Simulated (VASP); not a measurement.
# CoC (P4/mmm) in VASP: relaxation of cell and atoms with PBE

Aim: the relaxation of cell and atoms of CoC with PBE.

All numbers are computed with VASP 6.6.1; they aren't measurements. Logs are shortened: lines on timing, memory, paths and dates and some standing lists are left out, and cuts for length are marked.

### 1 The cell of the first run

It takes space group P4/mmm (No. 123, tetragonal). Conventional cell: a = 2.413 Å, b = 2.413 Å, c = 3.163 Å, α = 90.00°, β = 90.00°, γ = 90.00°. Within 3.1 Å of Co (site symmetry 4/mmm) lie 8 C at 2.33 Å and 4 Co at 2.41 Å. Within 3.1 Å of C (site symmetry 4/mmm) lie 8 Co at 2.33 Å and 4 C at 2.41 Å.

### 2 Relaxation of cell and atoms, PBE

The input, INCAR:

```
SYSTEM = CoC
ALGO     = Normal         ! electronic algorithm
EDIFF    = 1E-6           ! SCF threshold, eV
EDIFFG   = -0.04          ! ionic threshold
ENCUT    = 600            ! plane-wave cutoff, eV
GGA      = PE             ! functional
IBRION   = 2              ! ionic algorithm
ISIF     = 3              ! what is computed and relaxed
ISMEAR   = 0              ! smearing method
LASPH    = .True.         ! aspherical terms in the spheres
LCHARG   = .False.        ! write CHGCAR
LREAL    = .False.        ! projectors in reciprocal space
LWAVE    = .False.        ! write WAVECAR
NELM     = 80             ! most SCF steps
NSW      = 90             ! ionic steps
PREC     = Accurate       ! precision mode
SIGMA    = 0.1            ! smearing width, eV
```

The input, KPOINTS:

```
k-points
0
Gamma
  8 8 6
  0 0 0
```

The input, POSCAR:

```
CoC
1.0
    2.4132307967      0.0000000000      0.0000000000
    0.0000000000      2.4132307967      0.0000000000
    0.0000000000      0.0000000000      3.1630560799
Co C
1 1
Direct
    0.5000000000      0.5000000000      0.5000000000
    0.0000000000      0.0000000000      0.0000000000
```

Potentials or basis: VASP PAW PBE potentials, release 64 (Co, C).

On the command line:

```console
$ cat potpaw_PBE.64/Co/POTCAR potpaw_PBE.64/C/POTCAR > POTCAR
$ mpirun -np 1 vasp_std > vasp.out
```

OUTCAR:

```text
SYSTEM = CoC
   EDIFF = 1E-6
   EDIFFG = -0.04
   ENCUT = 600
   GGA = PE
   IBRION = 2
   ISIF = 3
   ISMEAR = 0
   LASPH = .True.
   LREAL = .False.
   NELM = 80
   NSW = 90
   PREC = Accurate

 ion  position               nearest neighbor table
   1  0.500  0.500  0.500-   2 2.33   2 2.33   2 2.33   2 2.33   2 2.33   2 2.33   2 2.33   2 2.33

   2  0.000  0.000  0.000-   1 2.33   1 2.33   1 2.33   1 2.33   1 2.33   1 2.33   1 2.33   1 2.33

  LATTYP: Found a simple tetragonal cell.
 ALAT       =     2.4132307967
 C/A-ratio  =     1.3107142857

  Lattice vectors:

 A1 = (   2.4132307967,   0.0000000000,   0.0000000000)
 A2 = (   0.0000000000,   2.4132307967,   0.0000000000)
 A3 = (   0.0000000000,   0.0000000000,   3.1630560799)

Analysis of symmetry for initial positions (statically):
=====================================================================
 Subroutine PRICEL returns:
 Original cell was already a primitive cell.

 Routine SETGRP: Setting up the symmetry group for a
 simple tetragonal supercell.

 Subroutine GETGRP returns: Found 16 space group operations
 (whereof 16 operations were pure point group operations)
 out of a pool of 16 trial point group operations.

The static configuration has the point symmetry D_4h.

Analysis of symmetry for dynamics (positions and initial velocities):
=====================================================================
 Subroutine PRICEL returns:
 Original cell was already a primitive cell.

 Routine SETGRP: Setting up the symmetry group for a
 simple tetragonal supercell.

 Subroutine GETGRP returns: Found 16 space group operations
 (whereof 16 operations were pure point group operations)
 out of a pool of 16 trial point group operations.

The dynamic configuration has the point symmetry D_4h.

 Subroutine INISYM returns: Found 16 space group operations
 (whereof 16 operations are pure point group operations),
 and found     1 'primitive' translations

----------------------------------------------------------------------------------------

                                     Primitive cell

  volume of cell :      18.4206

  direct lattice vectors                    reciprocal lattice vectors
     2.413230797  0.000000000  0.000000000     0.414382247  0.000000000  0.000000000
     0.000000000  2.413230797  0.000000000     0.000000000  0.414382247  0.000000000
     0.000000000  0.000000000  3.163056080     0.000000000  0.000000000  0.316149943

  length of vectors
     2.413230797  2.413230797  3.163056080     0.414382247  0.414382247  0.316149943

  position of ions in fractional coordinates (direct lattice)
     0.500000000  0.500000000  0.500000000
     0.000000000  0.000000000  0.000000000

  ion indices of the primitive-cell ions
   primitive index   ion index
                 1           1
                 2           2

----------------------------------------------------------------------------------------

 KPOINTS: k-points

Automatic generation of k-mesh.
 Grid dimensions read from file:
 generate k-points for:    8    8    6

 Generating k-lattice:

  Cartesian coordinates                     Fractional coordinates (reciprocal lattice)
     0.051797781  0.000000000  0.000000000     0.125000000  0.000000000  0.000000000
     0.000000000  0.051797781  0.000000000     0.000000000  0.125000000  0.000000000
     0.000000000  0.000000000  0.052691657     0.000000000  0.000000000  0.166666667

  Length of vectors
     0.051797781  0.051797781  0.052691657

  Shift w.r.t. Gamma in fractional coordinates (k-lattice)
     0.000000000  0.000000000  0.000000000

 Subroutine IBZKPT returns following result:
 ===========================================

 Found     60 irreducible k-points:

 Following reciprocal coordinates:
            Coordinates               Weight
  0.000000  0.000000  0.000000      1.000000
  0.125000  0.000000  0.000000      4.000000
  0.250000  0.000000  0.000000      4.000000
  0.375000  0.000000  0.000000      4.000000
  0.500000  0.000000  0.000000      2.000000
  0.125000  0.125000  0.000000      4.000000
[... 16 lines left out ...]
  0.375000  0.125000  0.166667     16.000000
  0.500000  0.125000  0.166667      8.000000
 [... further k-points ...]
   k-points           NKPTS =     60   k-points in BZ     NKDIM =     60   number of bands    NBANDS=     10
   number of dos      NEDOS =    301   number of ions     NIONS =      2
   total plane-waves  NPLWV =  11200
   dimension x,y,z NGX =    20 NGY =   20 NGZ =   28
   dimension x,y,z NGXF=    40 NGYF=   40 NGZF=   56
   ions per type =               1   1
   NGX,Y,Z   is equivalent  to a cutoff of  13.78, 13.78, 14.72 a.u.
   NGXF,Y,Z  is equivalent  to a cutoff of  27.56, 27.56, 29.43 a.u.
 SYSTEM =  CoC
   PREC   = accura    normal or accurate (medium, high low for compatibility)
   ISTART =      0    job   : 0-new  1-cont  2-samecut
   ICHARG =      2    charge: 1-file 2-atom 10-const
   ISPIN  =      1    spin polarized calculation?
   LNONCOLLINEAR =      F non collinear calculations
   LSORBIT =      F    spin-orbit coupling
   LASPH  =      T    aspherical Exc in radial PAW
   ENCUT  =  600.0 eV  44.10 Ry    6.64 a.u.   4.82  4.82  6.32*2*pi/ulx,y,z
   NELM   =     80;   NELMIN=  2; NELMDL= -5     # of ELM steps
   EDIFF  = 0.1E-05   stopping-criterion for ELM
   LREAL  =      F    real-space projection
   EDIFFG = -.4E-01   stopping-criterion for IOM
   NSW    =     90    number of steps for IOM
   IBRION =      2    ionic relax: 0-MD 1-quasi-New 2-CG
   NFREE  =      1    steps in history (QN), initial steepest desc. (CG)
   ISIF   =      3    stress and relaxation
   ISYM   =      2    0-nonsym 1-usesym 2-fastsym
   POTIM  = 0.5000    time-step for ionic-motion
   TEBEG  =    0.0;   TEEND  =   0.0 temperature during run
   PSTRESS=    0.0 pullay stress
   NELECT =      13.0000    total number of electrons
   NUPDOWN=      -1.0000    fix difference up-down
   EMIN   =  10.00;   EMAX   =-10.00  energy-range for DOS
   EFERMI =   0.00;   METHOD = LEGACY
   ISMEAR =     0;   SIGMA  =   0.10  broadening in eV -4-tet -1-fermi 0-gaus
   EFERMI_NEDOS =   21; number of points for ismear=-14 and -15
   IALGO  =     38    algorithm
   IMIX   =      4    mixing-type and parameters
     AMIX     =   0.40;   BMIX     =  1.00
     AMIX_MAG =   1.60;   BMIX_MAG =  1.00
  volume/ion in A,a.u.               =       9.21        62.15
  Fermi-wavevector in a.u.,A,eV,Ry     =   1.457542  2.754355 28.904607  2.124429
  Thomas-Fermi vector in A             =   2.574331
   LORBIT       =      0    0 simple, 1 ext, 2 COOP (PROOUT), +10 PAW based schemes
   GGA     = PE    functional components
   LHFCALC =     F    Hartree Fock is set to
   AEXX    =    0.0000 exact exchange contribution
   IVDW    =     0    specifies the selected vdW correction
   LEPSILON=     F    determine dielectric tensor
   LRPA    =     F    only Hartree local field effects (RPA)
 conjugate gradient relaxation of ions
 non-spin polarized calculation
 Gauss-broadening in eV      SIGMA  =   0.10
  energy-cutoff  :      600.00
  volume of cell :       18.42
 maximum number of plane-waves:       628
 NGX is ok and might be reduce to    20
   NGX =  9   NGY =  9   NGZ = 13

--------------------------------------- Ionic step        1  -------------------------------------------

 number of electron      13.0000005 magnetization

 Free energy of the ion-electron system (eV)
  ---------------------------------------------------
  ext. energy  EPLUGINS =         0.00000000
  ---------------------------------------------------
  free energy    TOTEN  =       -12.90712393 eV

  energy without entropy =      -12.89856850  energy(sigma->0) =      -12.90284621

 E-fermi :   9.0592     XC(G=0): -13.0014

 val. band max:        9.0564172093   @ k =   0.2500   0.0000   0.0000
 cond. band min:       9.0734516348   @ k =   0.2500   0.0000   0.1667
 fundamental gap:      0.0170344255
 Fermi energy:         9.0592049582

 k-point     1 :       0.0000    0.0000    0.0000
  band No.  band energies     occupation
      1      -5.5651      2.00000
      2       5.5657      2.00000
      3       5.7261      2.00000
      4       6.4820      2.00000
      5       8.3930      2.00000
      6       8.3930      2.00000
      7       8.9741      1.77117
      8      11.7342      0.00000
      9      11.7342      0.00000
     10      14.5069      0.00000

 k-point     2 :       0.1250    0.0000    0.0000
  band No.  band energies     occupation
      1      -5.2247      2.00000
      2       5.7259      2.00000
      3       5.7981      2.00000
      4       6.0764      2.00000
      5       8.4194      2.00000
      6       8.7064      2.00000
      7       8.9962      1.62711
      8      10.4692      0.00000
      9      12.0534      0.00000
     10      14.7812      0.00000

 k-point     3 :       0.2500    0.0000    0.0000
  band No.  band energies     occupation
      1      -4.2345      2.00000
      2       5.2111      2.00000
      3       5.4414      2.00000
      4       6.0261      2.00000
      5       8.1824      2.00000
      6       8.4837      2.00000
      7       9.0564      1.03145
      8      10.2321      0.00000
      9      12.7391      0.00000
     10      15.2003      0.00000
[... 394 lines left out ...]
 VOLUME and BASIS-vectors are now :
 -----------------------------------------------------------------------------
  energy-cutoff  :      600.00
  volume of cell :       15.29
      direct lattice vectors                 reciprocal lattice vectors
     2.454304069 -0.000000000  0.000000000     0.407447477 -0.000000000 -0.000000000
    -0.000000000  2.454304069 -0.000000000    -0.000000000  0.407447477  0.000000000
     0.000000000 -0.000000000  2.538254719    -0.000000000  0.000000000  0.393971493

 POSITION                                       TOTAL-FORCE (eV/Angst)
 -----------------------------------------------------------------------------------
      1.22715      1.22715      1.26913         0.000000     -0.000000      0.000000
      0.00000      2.45430      2.53825        -0.000000      0.000000      0.000000
 -----------------------------------------------------------------------------------
    total drift:                               -0.000000      0.000000      0.000000

  FREE ENERGIE OF THE ION-ELECTRON SYSTEM (eV)
  ---------------------------------------------------
  free  energy   TOTEN  =       -13.8001162741 eV

  energy  without entropy=      -13.7869388483  energy(sigma->0) =      -13.79352756

--------------------------------------- Ionic step        5  -------------------------------------------

 number of electron      12.9999998 magnetization

 Free energy of the ion-electron system (eV)
  ---------------------------------------------------
  ext. energy  EPLUGINS =         0.00000000
  ---------------------------------------------------
  free energy    TOTEN  =       -13.80140937 eV

  energy without entropy =      -13.78740737  energy(sigma->0) =      -13.79440837

 E-fermi :  11.8098     XC(G=0): -14.0270

 val. band max:       11.8049524428   @ k =   0.1250   0.1250   0.5000
 cond. band min:      11.8201818018   @ k =   0.2500   0.1250   0.5000
 fundamental gap:      0.0152293589
 Fermi energy:        11.8098094793

 k-point     1 :       0.0000    0.0000    0.0000
  band No.  band energies     occupation
      1      -4.4631      2.00000
      2       7.6736      2.00000
      3       7.7197      2.00000
      4      10.7768      2.00000
      5      10.7768      2.00000
      6      10.8370      2.00000
      7      12.2333      0.00000
      8      12.7412      0.00000
      9      12.7412      0.00000
     10      22.5598      0.00000

 k-point     2 :       0.1250    0.0000    0.0000
  band No.  band energies     occupation
      1      -4.1287      2.00000
      2       7.4471      2.00000
      3       7.7967      2.00000
      4      10.0531      2.00000
      5      10.2392      2.00000
      6      10.7969      2.00000
      7      12.0079      0.00509
      8      13.1302      0.00000
      9      13.4981      0.00000
     10      22.9782      0.00000

 k-point     3 :       0.2500    0.0000    0.0000
  band No.  band energies     occupation
      1      -3.1616      2.00000
      2       6.1268      2.00000
      3       8.0126      2.00000
      4       9.1379      2.00000
      5       9.3900      2.00000
      6      10.8460      2.00000
      7      11.4114      2.00000
      8      14.5295      0.00000
      9      14.7893      0.00000
     10      23.6009      0.00000
[... 286 lines left out ...]
 VOLUME and BASIS-vectors are now :
 -----------------------------------------------------------------------------
  energy-cutoff  :      600.00
  volume of cell :       15.35
      direct lattice vectors                 reciprocal lattice vectors
     2.468698594 -0.000000000  0.000000000     0.405071726 -0.000000000 -0.000000000
    -0.000000000  2.468698594 -0.000000000    -0.000000000  0.405071726  0.000000000
     0.000000000 -0.000000000  2.519121456    -0.000000000  0.000000000  0.396963790

 POSITION                                       TOTAL-FORCE (eV/Angst)
 -----------------------------------------------------------------------------------
      1.23435      1.23435      1.25956         0.000000     -0.000000      0.000000
      0.00000     -0.00000      0.00000        -0.000000      0.000000      0.000000
 -----------------------------------------------------------------------------------
    total drift:                               -0.000000      0.000000      0.000000

  FREE ENERGIE OF THE ION-ELECTRON SYSTEM (eV)
  ---------------------------------------------------
  free  energy   TOTEN  =       -13.8014093693 eV

  energy  without entropy=      -13.7874073677  energy(sigma->0) =      -13.79440837

 reached required accuracy - stopping structural energy minimisation
```

It took 44 s on 1 thread of Intel Xeon 6975P-C (Granite Rapids), shared host; peak memory 0.15 GiB.

What came out:

* Free energy: -13.8014 eV
* Relaxed volume: 7.68 Å³/atom
* Relaxed cell: a = 2.469 Å, b = 2.469 Å, c = 2.519 Å, α = 90.00°, β = 90.00°, γ = 90.00°
* Space group after relaxing (to 0.05 Å): P4/mmm (No. 123)
* Energy gained by relaxing: 447.1 meV/atom
* Ionic steps: 5
* Pressure after relaxing: -0.1 GPa

The path:
| step | energy change (eV) | largest force (eV/Å) | pressure (GPa) | volume (Å³) |
| --- | --- | --- | --- | --- |
| 1 | 0.0000 | 0.0000 | -31.65 | 18.42 |
| 2 | -0.6828 | 0.0000 | 39.85 | 13.85 |
| 3 | -0.7610 | 0.0000 | 14.61 | 14.73 |
| 4 | -0.8930 | 0.0000 | 1.26 | 15.29 |
| 5 | -0.8943 | 0.0000 | -0.10 | 15.35 |

Final structure:
```cif
data_structure
_symmetry_space_group_name_H-M 'P 1'
_symmetry_Int_Tables_number 1
_cell_length_a 2.4687
_cell_length_b 2.4687
_cell_length_c 2.5191
_cell_angle_alpha 90.000
_cell_angle_beta 90.000
_cell_angle_gamma 90.000
_cell_volume 15.35
loop_
_atom_site_label
_atom_site_type_symbol
_atom_site_fract_x
_atom_site_fract_y
_atom_site_fract_z
_atom_site_occupancy
Co1 Co 0.50000 0.50000 0.50000 1
C1 C 0.00000 0.00000 0.00000 1
```

Caveat: the volume moved by over 15 % at a fixed basis, so the end points are rough. Spin polarisation is off, so any magnetic state and its effect on volume and gap are missing.
